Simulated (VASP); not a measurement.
Here is a VASP 6.6.1 calculation.

Contents of INCAR:

```
SYSTEM = CdSe
  ALGO = Normal
  EDIFF = 1E-6
  ENCUT = 500
  GGA = PS
  GGA_COMPAT = .False.
  ISIF = 2
  ISMEAR = 0
  LASPH = .True.
  LCHARG = .False.
  LREAL = .False.
  LWAVE = .False.
  NBANDS = 26
  NELM = 120
  PREC = Accurate
  SIGMA = 0.01
```

KPOINTS

```
k-points
0
Gamma
  6 6 4
  0 0 0
```

File POSCAR:

```
CdSe
1.0
    4.2150796297      0.0000000000      0.0000000000
   -2.1075398149      3.6503660383      0.0000000000
    0.0000000000      0.0000000000      7.1500633929
Cd Se
2 2
Direct
    0.3333333333      0.6666666667      0.0089331129
    0.6666666667      0.3333333333      0.5089331129
    0.3333333333      0.6666666667      0.3760668871
    0.6666666667      0.3333333333      0.8760668871
```

Potentials or basis: VASP PAW PBE potentials, release 64 (Cd, Se).

Launch:

```bash
$ cat potpaw_PBE.64/Cd/POTCAR potpaw_PBE.64/Se/POTCAR > POTCAR
$ mpirun -np 1 vasp_std > vasp.out
```

Task: Predict the pressure.

Result: 1.5 GPa.

Task: What does it give for the band gap on the k mesh?

Result: 0.49 eV.

Task: What does it give for the largest force?

Result: 0.004 eV/Å.

Stress tensor (GPa, compression positive):
```
2.12 0.00 0.00
0.00 2.12 0.00
0.00 0.00 0.36
```

Caveat: the cell differs from its parent crystal (in-plane strain -0.02, then relaxed in part); the PAW data sets were made with another functional, which shifts forces and pressure a little.
